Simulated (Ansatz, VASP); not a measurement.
# B4MoRu: VASP beside Ansatz

Contents of INCAR:

```
SYSTEM = B4MoRu
  ALGO = Normal
  EDIFF = 1E-7
  EDIFFG = -0.01
  ENCUT = 600
  GGA = PE
  IBRION = 2
  ISIF = 3
  ISMEAR = 0
  LASPH = .True.
  LCHARG = .False.
  LREAL = .False.
  LWAVE = .False.
  NELM = 60
  NSW = 100
  PREC = Accurate
  SIGMA = 0.1
```

Contents of KPOINTS:

```
k-points
0
Gamma
  12 12 12
  0 0 0
```

File POSCAR:

```
B4MoRu
1.0
    0.0000000000      2.9562422748      2.9562422748
    2.9562422748      0.0000000000      2.9562422748
    2.9562422748      2.9562422748      0.0000000000
B Mo Ru
4 1 1
Direct
    0.3744216789      0.3744216789      0.8767349633
    0.8767349633      0.3744216789      0.3744216789
    0.3744216789      0.3744216789      0.3744216789
    0.3744216789      0.8767349633      0.3744216789
    0.0000000000      0.0000000000      0.0000000000
    0.7500000000      0.7500000000      0.7500000000
```

Input for Ansatz:

```yaml
crystal:
  lattice:
    - [0.0, 2.9562422748, 2.9562422748]
    - [2.9562422748, 0.0, 2.9562422748]
    - [2.9562422748, 2.9562422748, 0.0]
  atoms:
    - { symbol: B, position: [0.3744216789, 0.3744216789, 0.8767349633] }
    - { symbol: B, position: [0.8767349633, 0.3744216789, 0.3744216789] }
    - { symbol: B, position: [0.3744216789, 0.3744216789, 0.3744216789] }
    - { symbol: B, position: [0.3744216789, 0.8767349633, 0.3744216789] }
    - { symbol: Mo, position: [0.0, 0.0, 0.0] }
    - { symbol: Ru, position: [0.75, 0.75, 0.75] }
basis:
  ecutwfc: 420
kpoints:
  mp_grid: { grid: [12, 12, 12] }
hamiltonian:
  xc: pbe
scf:
  occupations: { method: gaussian, width: 0.1 }
output:
  forces: true
  stress: true
  eigenvalues: true
  write_density: true
  write_potential: true
  elf: true
  volumetric_format: npy
relax:
  adjacent_minimum: "off"
  f_tol: 0.01
  max_steps: 80
  cell: { stress_tol: 0.05 }
```

Change from the starting cell: species swapped into the TbInPt4 type (F-43m, No. 216).

Alike in both runs: task relaxation of cell and atoms; functional PBE; k mesh 12 × 12 × 12; occupations gaussian, width 0.1 eV; no spin polarisation.

|  | VASP | Ansatz |
| --- | --- | --- |
| version | VASP 6.6.1 | Ansatz 0.2.0 |
| potentials or method | VASP PAW PBE potentials, release 64 (B, Mo_sv, Ru_pv), cutoff 600 eV | scalar-relativistic, plane waves, PAW |
| valence electrons in the cell | 40 | 42 |

```tsv
	VASP	Ansatz	Ansatz less VASP
gap on the k mesh at the Fermi level, each at its own relaxed structure (eV)	none	none	-
relaxed volume (Å³/atom)	8.65	8.65	-0.008
relaxed length of the cell vector where the two differ most in proportion (Å)	4.188	4.186	-0.0013
```

A gap of «none» marks a metal or a gap that the smearing closes. VASP's potentials hold 40 valence electrons a cell and Ansatz's 42, so a difference there can come from the potentials and not from the codes.
